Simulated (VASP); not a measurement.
Input of a VASP 6.6.1 run:

INCAR

```
PREC     = Accurate       # precision mode
ENCUT    = 520            # plane-wave cutoff, eV
EDIFF    = 1E-6           # SCF threshold, eV
ISMEAR   = -1             # smearing method
SIGMA    = 0.05           # smearing width, eV
LREAL    = F              # projectors in reciprocal space
LASPH    = T              # aspherical terms in the spheres
NELM     = 100            # most SCF steps
ALGO     = Normal         # electronic algorithm
ISIF     = 2              # what is computed and relaxed
LWAVE    = F              # write WAVECAR
LCHARG   = F              # write CHGCAR
GGA      = B5             # functional
ALDAX    = 1.0          
AGGAX    = 1.0          
AGGAC    = 1.0          
ALDAC    = 0.0          
NBANDS   = 11             # bands
```

The input KPOINTS:

```
Automatic mesh
0
Gamma
  11 11 11
```

POSCAR

```
MgO
1.0
    0.0000000000      2.0970013927      2.0970013927
    2.0970013927      0.0000000000      2.0970013927
    2.0970013927      2.0970013927      0.0000000000
Mg O
1 1
Direct
    0.0000000000      0.0000000000      0.0000000000
    0.5000000000      0.5000000000      0.5000000000
```

Potentials or basis: VASP PAW PBE potentials, release 64 (Mg, O).

Command:

```bash
$ cat potpaw_PBE.64/Mg/POTCAR potpaw_PBE.64/O/POTCAR > POTCAR
$ mpirun -np 1 vasp_std > vasp.out
```

Q: What does it give for the pressure?

A: 8.7 GPa.

Q: What does it give for the band gap on the k mesh?

A: 5.14 eV, direct.

Caveat: the PAW data sets were made with another functional, which shifts forces and pressure a little. BLYP gaps usually lie below the measured ones, often by a third to a half.
